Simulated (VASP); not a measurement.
# Co (P6_3/mmc) in VASP: further runs

Runs on Co. Level: PBEsol. Tasks: single point.

All numbers are computed with VASP 6.6.1; they aren't measurements. Logs are shortened: lines on timing, memory, paths and dates and some standing lists are left out, and cuts for length are marked.

### 1 The cell of the first run

The structure is hexagonal, space group P6_3/mmc (No. 194). Conventional cell: a = 2.549 Å, b = 2.549 Å, c = 8.261 Å, α = 90.00°, β = 90.00°, γ = 120.00°. Within 3.3 Å of Co (site symmetry -3m) lie 12 Co at 2.54 to 2.55 Å. Co (site symmetry -6m2) has 12 Co at 2.54 to 2.55 Å within 3.3 Å.

### 2 Single point, PBEsol, collinear spin, ferromagnetic start (11.62 Å³/atom)

INCAR reads:

```
SYSTEM = Co
PREC = Accurate
ENCUT = 520
EDIFF = 1E-7
ISMEAR = -1
SIGMA = 0.05
LREAL = .FALSE.
LASPH = .TRUE.
NELM = 150
ALGO = Normal
ISIF = 2
LWAVE = .FALSE.
LCHARG = .FALSE.
ISPIN = 2
MAGMOM = 1.653 1.653 1.672 1.672
LORBIT = 11
LMAXMIX = 4
GGA = PS
NBANDS = 30
```

KPOINTS reads:

```
regular mesh
0
G
  16 16 5
  0 0 0
```

POSCAR reads:

```
Co
1.0
    2.5493646058      0.0000000000      0.0000000000
   -1.2746823029      2.2078145121      0.0000000000
    0.0000000000      0.0000000000      8.2612949683
Co
4
Direct
    0.0000000000      0.0000000000      1.0000000000
    0.0000000000      0.0000000000      0.5000000000
    0.3333333333      0.6666666667      0.2500000000
    0.6666666667      0.3333333333      0.7500000000
```

Potentials or basis: VASP PAW PBE potentials, release 64 (Co).

Started as:

```console
$ cat potpaw_PBE.64/Co/POTCAR > POTCAR
$ mpirun -np 1 vasp_std > vasp.out
```

OUTCAR:

```text
SYSTEM = Co
   PREC = Accurate
   ENCUT = 520
   EDIFF = 1E-7
   ISMEAR = -1
   LREAL = .FALSE.
   LASPH = .TRUE.
   NELM = 150
   ISIF = 2
   ISPIN = 2
   LORBIT = 11
   GGA = PS

 ion  position               nearest neighbor table
   1  0.000  0.000  0.000-   3 2.54   4 2.54   3 2.54   4 2.54   4 2.54   3 2.54
   2  0.000  0.000  0.500-   3 2.54   4 2.54   3 2.54   4 2.54   4 2.54   3 2.54
   3  0.333  0.667  0.250-   1 2.54   2 2.54   1 2.54   2 2.54   1 2.54   2 2.54
   4  0.667  0.333  0.750-   1 2.54   2 2.54   1 2.54   2 2.54   1 2.54   2 2.54

  LATTYP: Found a hexagonal cell.
 ALAT       =     2.5493646058
 C/A-ratio  =     3.2405309737

  Lattice vectors:

 A1 = (   2.5493646058,   0.0000000000,   0.0000000000)
 A2 = (  -1.2746823029,   2.2078145121,   0.0000000000)
 A3 = (   0.0000000000,   0.0000000000,   8.2612949683)

Analysis of symmetry for initial positions (statically):
=====================================================================
 Subroutine PRICEL returns:
 Original cell was already a primitive cell.

 Routine SETGRP: Setting up the symmetry group for a
 hexagonal supercell.

 Subroutine GETGRP returns: Found 24 space group operations
 (whereof 12 operations were pure point group operations)
 out of a pool of 24 trial point group operations.

The static configuration has the point symmetry D_3d.
 The point group associated with its full space group is D_6h.

Analysis of symmetry for dynamics (positions and initial velocities):
=====================================================================
 Subroutine PRICEL returns:
 Original cell was already a primitive cell.

 Routine SETGRP: Setting up the symmetry group for a
 hexagonal supercell.

 Subroutine GETGRP returns: Found 24 space group operations
 (whereof 12 operations were pure point group operations)
 out of a pool of 24 trial point group operations.

The dynamic configuration has the point symmetry D_3d.
 The point group associated with its full space group is D_6h.

Analysis of structural, dynamic, and magnetic symmetry:
=====================================================================
 Subroutine PRICEL returns:
 Original cell was already a primitive cell.

 Routine SETGRP: Setting up the symmetry group for a
 hexagonal supercell.

 Subroutine GETGRP returns: Found 24 space group operations
 (whereof 12 operations were pure point group operations)
 out of a pool of 24 trial point group operations.

The overall configuration has the point symmetry D_3d.
 The point group associated with its full space group is D_6h.

 Subroutine INISYM returns: Found 24 space group operations
 (whereof 12 operations are pure point group operations),
 and found     1 'primitive' translations

----------------------------------------------------------------------------------------

                                     Primitive cell

  volume of cell :      46.4989

  direct lattice vectors                    reciprocal lattice vectors
     2.549364606  0.000000000  0.000000000     0.392254602  0.226468300  0.000000000
    -1.274682303  2.207814512  0.000000000     0.000000000  0.452936601  0.000000000
     0.000000000  0.000000000  8.261294968     0.000000000  0.000000000  0.121046398

  length of vectors
     2.549364606  2.549364606  8.261294968     0.452936601  0.452936601  0.121046398

  position of ions in fractional coordinates (direct lattice)
     0.000000000  0.000000000  0.000000000
     0.000000000  0.000000000  0.500000000
     0.333333333  0.666666667  0.250000000
     0.666666667  0.333333333  0.750000000

  ion indices of the primitive-cell ions
   primitive index   ion index
                 1           1
                 2           2
                 3           3
                 4           4

----------------------------------------------------------------------------------------

 KPOINTS: regular mesh

Automatic generation of k-mesh.
 Grid dimensions read from file:
 generate k-points for:   16   16    5

 Generating k-lattice:

  Cartesian coordinates                     Fractional coordinates (reciprocal lattice)
     0.024515913  0.014154269  0.000000000     0.062500000  0.000000000  0.000000000
     0.000000000  0.028308538  0.000000000     0.000000000  0.062500000  0.000000000
     0.000000000  0.000000000  0.024209280     0.000000000  0.000000000  0.200000000

  Length of vectors
     0.028308538  0.028308538  0.024209280

  Shift w.r.t. Gamma in fractional coordinates (k-lattice)
     0.000000000  0.000000000  0.000000000

 Subroutine IBZKPT returns following result:
 ===========================================

 Found     90 irreducible k-points:

 Following reciprocal coordinates:
            Coordinates               Weight
  0.000000  0.000000  0.000000      1.000000
  0.062500 -0.000000  0.000000      6.000000
  0.125000 -0.000000  0.000000      6.000000
  0.187500  0.000000  0.000000      6.000000
  0.250000 -0.000000  0.000000      6.000000
  0.312500 -0.000000  0.000000      6.000000
[... 16 lines left out ...]
  0.187500  0.187500  0.000000      6.000000
  0.250000  0.187500  0.000000     12.000000
 [... further k-points ...]
   k-points           NKPTS =     90   k-points in BZ     NKDIM =     90   number of bands    NBANDS=     30
   number of dos      NEDOS =    301   number of ions     NIONS =      4
   total plane-waves  NPLWV =  25600
   dimension x,y,z NGX =    20 NGY =   20 NGZ =   64
   dimension x,y,z NGXF=    40 NGYF=   40 NGZF=  128
   ions per type =               4
   NGX,Y,Z   is equivalent  to a cutoff of  13.04, 13.04, 12.88 a.u.
   NGXF,Y,Z  is equivalent  to a cutoff of  26.08, 26.08, 25.76 a.u.
 SYSTEM =  Co
   PREC   = accura    normal or accurate (medium, high low for compatibility)
   ISTART =      0    job   : 0-new  1-cont  2-samecut
   ICHARG =      2    charge: 1-file 2-atom 10-const
   ISPIN  =      2    spin polarized calculation?
   LNONCOLLINEAR =      F non collinear calculations
   LSORBIT =      F    spin-orbit coupling
   LASPH  =      T    aspherical Exc in radial PAW
   ENCUT  =  520.0 eV  38.22 Ry    6.18 a.u.   4.74  4.74 15.36*2*pi/ulx,y,z
   NELM   =    150;   NELMIN=  2; NELMDL= -5     # of ELM steps
   EDIFF  = 0.1E-06   stopping-criterion for ELM
   LREAL  =      F    real-space projection
   EDIFFG = 0.1E-05   stopping-criterion for IOM
   NSW    =      0    number of steps for IOM
   IBRION =     -1    ionic relax: 0-MD 1-quasi-New 2-CG
   NFREE  =      0    steps in history (QN), initial steepest desc. (CG)
   ISIF   =      2    stress and relaxation
   ISYM   =      2    0-nonsym 1-usesym 2-fastsym
   POTIM  = 0.5000    time-step for ionic-motion
   TEBEG  =    0.0;   TEEND  =   0.0 temperature during run
   PSTRESS=    0.0 pullay stress
   NELECT =      36.0000    total number of electrons
   NUPDOWN=      -1.0000    fix difference up-down
   EMIN   =  10.00;   EMAX   =-10.00  energy-range for DOS
   EFERMI =   0.00;   METHOD = LEGACY
   ISMEAR =    -1;   SIGMA  =   0.05  broadening in eV -4-tet -1-fermi 0-gaus
   EFERMI_NEDOS =   21; number of points for ismear=-14 and -15
   IALGO  =     38    algorithm
   IMIX   =      4    mixing-type and parameters
     AMIX     =   0.40;   BMIX     =  1.00
     AMIX_MAG =   1.60;   BMIX_MAG =  1.00
  volume/ion in A,a.u.               =      11.62        78.45
  Fermi-wavevector in a.u.,A,eV,Ry     =   1.503239  2.840710 30.745470  2.259728
  Thomas-Fermi vector in A             =   2.614375
   LORBIT       =     11    0 simple, 1 ext, 2 COOP (PROOUT), +10 PAW based schemes
   GGA     = PS    functional components
   LHFCALC =     F    Hartree Fock is set to
   AEXX    =    0.0000 exact exchange contribution
   IVDW    =     0    specifies the selected vdW correction
   LEPSILON=     F    determine dielectric tensor
   LRPA    =     F    only Hartree local field effects (RPA)
 spin polarized calculation
  energy-cutoff  :      520.00
  volume of cell :       46.50
 maximum number of plane-waves:      1268
 NGX is ok and might be reduce to    20
   NGX =  9   NGY =  9   NGZ = 31

 number of electron      36.0000010 magnetization       6.7036443

 Free energy of the ion-electron system (eV)
  ---------------------------------------------------
  ext. energy  EPLUGINS =         0.00000000
  ---------------------------------------------------
  free energy    TOTEN  =       -30.55214203 eV

  energy without entropy =      -30.51707853  energy(sigma->0) =      -30.53461028

 E-fermi :   9.1928     XC(G=0): -13.1759

 val. band max:        9.1925318467   @ k =   0.3750   0.0000   0.0000
 cond. band min:       9.1928905859   @ k =   0.0625  -0.0000   0.0000
 fundamental gap:      0.0003587393
 Fermi energy:         9.1927521435

 spin component 1

 k-point     1 :       0.0000    0.0000    0.0000
  band No.  band energies     occupation
      1       0.5565      1.00000
      2       2.6901      1.00000
      3       2.7108      1.00000
      4       4.2924      1.00000
      5       6.3142      1.00000
      6       6.3414      1.00000
[... 781 lines left out ...]
     29      20.2252      0.00000
     30      21.7387      0.00000

 [... further k-points ...]

 spin component 2

 k-point     1 :       0.0000    0.0000    0.0000
  band No.  band energies     occupation
      1       0.6115      1.00000
      2       2.8178      1.00000
      3       2.8236      1.00000
      4       5.2689      1.00000
      5       7.7192      1.00000
      6       7.7713      1.00000
[... 781 lines left out ...]
     29      20.7773      0.00000
     30      22.2291      0.00000

 [... further k-points ...]

------------------------ aborting loop because EDIFF is reached ----------------------------------------

  FORCE on cell =-STRESS in cart. coord.  units (eV):
  Direction    XX          YY          ZZ          XY          YZ          ZX
  --------------------------------------------------------------------------------------
  -------------------------------------------------------------------------------------
  Total       -6.0839057     -6.0839057     -6.1972228     -0.0000000      0.0000000      0.0000000
  in kB     -209.6285321   -209.6285321   -213.5330122     -0.0000000      0.0000000      0.0000000
  external PRESSURE =    -210.9300254 kB  Pullay stress =       0.0000000 kB

 VOLUME and BASIS-vectors are now :
 -----------------------------------------------------------------------------
  energy-cutoff  :      520.00
  volume of cell :       46.50
      direct lattice vectors                 reciprocal lattice vectors
     2.549364606  0.000000000  0.000000000     0.392254602  0.226468300  0.000000000
    -1.274682303  2.207814512  0.000000000     0.000000000  0.452936601  0.000000000
     0.000000000  0.000000000  8.261294968     0.000000000  0.000000000  0.121046398

 POSITION                                       TOTAL-FORCE (eV/Angst)
 -----------------------------------------------------------------------------------
      0.00000      0.00000      0.00000         0.000000      0.000000      0.000000
      0.00000      0.00000      4.13065         0.000000      0.000000      0.000000
     -0.00000      1.47188      2.06532         0.000000      0.000000      0.000000
      1.27468      0.73594      6.19597        -0.000000      0.000000     -0.000000
 -----------------------------------------------------------------------------------
    total drift:                                0.000000     -0.000000      0.000000

  FREE ENERGIE OF THE ION-ELECTRON SYSTEM (eV)
  ---------------------------------------------------
  free  energy   TOTEN  =       -30.5521420252 eV

  energy  without entropy=      -30.5170785337  energy(sigma->0) =      -30.53461028

 total charge

# of ion       s       p       d       tot
------------------------------------------
    1        0.463   0.468   7.215   8.146
    2        0.463   0.468   7.215   8.146
    3        0.463   0.470   7.208   8.141
    4        0.463   0.470   7.208   8.141
--------------------------------------------------
tot          1.852   1.877  28.846  32.574

 magnetization (x)

# of ion       s       p       d       tot
------------------------------------------
    1       -0.013  -0.047   1.754   1.694
    2       -0.013  -0.047   1.754   1.694
    3       -0.013  -0.048   1.771   1.710
    4       -0.013  -0.048   1.771   1.710
--------------------------------------------------
tot         -0.052  -0.190   7.051   6.809
```

It took 2.1 min on 1 thread of Intel Xeon 6975P-C (Granite Rapids), shared host; peak memory 0.3 GiB.

What came out:

```yaml
Free_energy: -30.5521 eV
Pressure: -21.1 GPa
Net_moment: 6.70 μB per cell
Site_moments: Co +1.69, +1.71 (each value once) μB
Valence_electrons_inside_the_program's_atomic_spheres: Co 8.15, 8.14 (each value once)
```

Caveat: the cell stands under tension; the PAW data sets were made with another functional, which shifts forces and pressure a little.

(Part 1 of 2 ends here.)
